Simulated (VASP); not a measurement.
Input of a VASP 6.6.1 run:

INCAR

```
SYSTEM = BaZrO3
PREC = Accurate ; ENCUT = 520
EDIFF = 1E-6 ; ISMEAR = -1
SIGMA = 0.05 ; LREAL = .False.
LASPH = .True. ; NELM = 60
ALGO = Normal ; ISIF = 2
LWAVE = .False. ; LCHARG = .False.
GGA = PE ; IVDW = 13
NBANDS = 28
```

File KPOINTS:

```
Automatic mesh
0
Gamma
  6 6 6
  0 0 0
```

POSCAR

```
BaZrO3
1.0
    4.2066331947      0.0000000000      0.0000000000
    0.0000000000      4.2066331947      0.0000000000
    0.0000000000      0.0000000000      4.2066331947
Ba Zr O
1 1 3
Direct
    0.0000000000      0.0000000000      0.0000000000
    0.5000000000      0.5000000000      0.5000000000
    0.5000000000      0.5000000000      0.0000000000
    0.5000000000      0.0000000000      0.5000000000
    0.0000000000      0.5000000000      0.5000000000
```

Potentials or basis: VASP PAW PBE potentials, release 64 (Ba_sv, Zr_sv, O).

Launch:

```sh
$ cat potpaw_PBE.64/Ba_sv/POTCAR potpaw_PBE.64/Zr_sv/POTCAR potpaw_PBE.64/O/POTCAR > POTCAR
$ mpirun -np 1 vasp_std > vasp.out
```

Q: What does it give for the band gap on the k mesh?

A: 3.17 eV (least direct gap 3.40 eV).

Q: Predict the pressure.

A: 1.0 GPa.

Q: Estimate the dispersion energy per atom.

A: -0.198 eV.

Caveat: spin-orbit coupling is left out, which moves the levels of the heavy elements. A k mesh can miss the band edges.
